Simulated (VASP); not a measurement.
# ZnIrC4N4: single point with PBE

The system is ZnIrC4N4.

```xyz
10
Lattice="5.8984 0.0000 0.0000 0.0000 5.8984 0.0000 0.0000 0.0000 5.8984" Properties=species:S:1:pos:R:3 pbc="T T T"
Zn    2.9492    2.9492    2.9492
Ir    0.0000    0.0000    0.0000
C     1.1387    1.1387    1.1387
C     1.1387    4.7597    4.7597
C     4.7597    1.1387    4.7597
C     4.7597    4.7597    1.1387
N     1.8160    1.8160    1.8160
N     1.8160    4.0824    4.0824
N     4.0824    1.8160    4.0824
N     4.0824    4.0824    1.8160
```

```yaml
Program: VASP 6.6.1
Task: single point
Functional: PBE
Potentials_or_basis: VASP PAW PBE potentials, release 64 (Zn, Ir, C, N)
Cutoff: 600 eV
k_mesh: 6 × 6 × 6
Occupations: gaussian, width 0.02 eV
Spin: collinear spin
Starting_moments: "[0.0, 0.91, 0.0, 0.0, 0.0, 0.0, 0.0, 0.0, 0.0, 0.0] μB"
```

```yaml
Pressure: 0.5 GPa
Largest_force: 0.272 eV/Å
Band_gap_on_the_k_mesh: 0.46 eV (least direct gap 0.70 eV)
Net_moment: 3.00 μB per cell
Site_moments: Zn +0.02; Ir +1.48; C +0.04; N +0.13 μB
Valence_electrons_inside_the_program's_atomic_spheres: Zn 10.85; Ir 8.61; C 2.58; N 3.88
```

Forces in eV/Å, atoms in the order of the input:
```
Zn   0.000  0.000  0.000
Ir   0.000  0.000  0.000
C   -0.135 -0.135 -0.135
C   -0.135  0.135  0.135
C    0.135 -0.135  0.135
C    0.135  0.135 -0.135
N    0.157  0.157  0.157
N    0.157 -0.157 -0.157
N   -0.157  0.157 -0.157
N   -0.157 -0.157  0.157
```

Levels at points of the mesh, in eV from the valence-band top:
Spin up:
```csv
k point,band 28,band 29,band 30,band 31,band 32,band 33
"(0.00, 0.00, 0.00)",-0.43,-0.43,-0.43,4.87,4.87,4.87
"(0.50, 0.00, 0.00)",-0.24,-0.04,-0.04,4.28,4.28,4.81
"(0.50, 0.50, 0.00)",-0.20,0.00,0.00,4.44,4.44,4.68
"(0.50, 0.50, 0.50)",-0.26,-0.26,-0.26,5.06,5.06,5.06
```
Spin down:
| k point | band 23 | band 24 | band 25 | band 26 | band 27 | band 28 | band 29 | band 30 | band 31 | band 32 |
| --- | --- | --- | --- | --- | --- | --- | --- | --- | --- | --- |
| (0.00, 0.00, 0.00) | -2.95 | -2.95 | -2.95 | -1.41 | -1.41 | 0.46 | 0.46 | 0.46 | 5.31 | 5.31 |
| (0.50, 0.00, 0.00) | -3.34 | -3.02 | -3.02 | -1.41 | -1.30 | 0.66 | 0.87 | 0.87 | 4.55 | 4.55 |
| (0.50, 0.50, 0.00) | -3.06 | -3.06 | -3.05 | -1.38 | -1.29 | 0.73 | 0.91 | 0.91 | 4.67 | 4.67 |
| (0.50, 0.50, 0.50) | -3.12 | -3.12 | -3.12 | -1.33 | -1.33 | 0.66 | 0.66 | 0.66 | 5.35 | 5.35 |

Run time: 4 min on 1 thread of AMD EPYC 9R45 96-Core Processor (Zen 5), on a shared host, peak memory 0.6 GiB.

Caveat: spin-orbit coupling is left out, which moves the levels of the heavy elements. A k mesh can miss the band edges.
